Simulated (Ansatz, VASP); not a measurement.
## C: VASP beside Ansatz

INCAR

```
SYSTEM = C
ALGO = Normal
DIPOL = 0.5 0.5 0.345
EDIFF = 1E-6
ENCUT = 520
GGA = PE
IDIPOL = 3
ISIF = 2
ISMEAR = 0
IVDW = 12
LASPH = .True.
LCHARG = .False.
LDIPOL = .True.
LREAL = .False.
LWAVE = .False.
NBANDS = 16
NELM = 80
PREC = Accurate
SIGMA = 0.1
```

Contents of KPOINTS:

```
k-points
0
Gamma
  15 15 1
  0 0 0
```

The input POSCAR:

```
C
1.0
    2.4656524415      0.0000000000      0.0000000000
   -1.2328262207      2.1353176512      0.0000000000
    0.0000000000      0.0000000000     17.5000663887
C
4
Direct
    0.6666666667      0.3333333333      0.2571437785
    0.3333333333      0.6666666667      0.2571418816
    0.8333333333      0.6666666667      0.4320021548
    0.5000000000      1.0000000000      0.4320002580
```

Input for Ansatz:

```yaml
crystal:
  lattice:
    - [2.4656524415, 0.0, 0.0]
    - [-1.2328262207, 2.1353176512, 0.0]
    - [0.0, 0.0, 17.5000663887]
  atoms:
    - { symbol: C, position: [0.6666666667, 0.3333333333, 0.2571437785] }
    - { symbol: C, position: [0.3333333333, 0.6666666667, 0.2571418816] }
    - { symbol: C, position: [0.8333333333, 0.6666666667, 0.4320021548] }
    - { symbol: C, position: [0.5, 1.0, 0.432000258] }
basis:
  ecutwfc: 420
kpoints:
  mp_grid: { grid: [15, 15, 1] }
hamiltonian:
  xc: pbe
  pseudopotentials: { kind: paw, azcp: { folder: soft_1 } }
  dispersion: d3bj
scf:
  occupations: { method: gaussian, width: 0.1 }
output:
  forces: true
  eigenvalues: true
efield:
  axis: 3
  dipole_correction: true
  ramp_width: 0.04
```

Alike in both runs: task single point; functional PBE; dispersion D3(BJ); k mesh 15 × 15 × 1; occupations gaussian, width 0.1 eV; no spin polarisation.

|  | VASP | Ansatz |
| --- | --- | --- |
| version | VASP 6.6.1 | Ansatz 0.2.0 |
| potentials or method | VASP PAW PBE potentials, release 64 (C), cutoff 520 eV | scalar-relativistic, plane waves, PAW |
| valence electrons in the cell | 16 | 16 |

|  | VASP | Ansatz | Ansatz less VASP |
| --- | --- | --- | --- |
| gap on the k mesh at the Fermi level (eV) | 0.74 | 0.74 | -0.001 |
| least direct gap on the mesh (eV) | 0.74 | 0.74 | -0.001 |
| rms of the force components (eV/Å) | 0.087 | 0.087 | 0.0000 |

Atom by atom the forces differ by 0.000 eV/Å (rms over components).
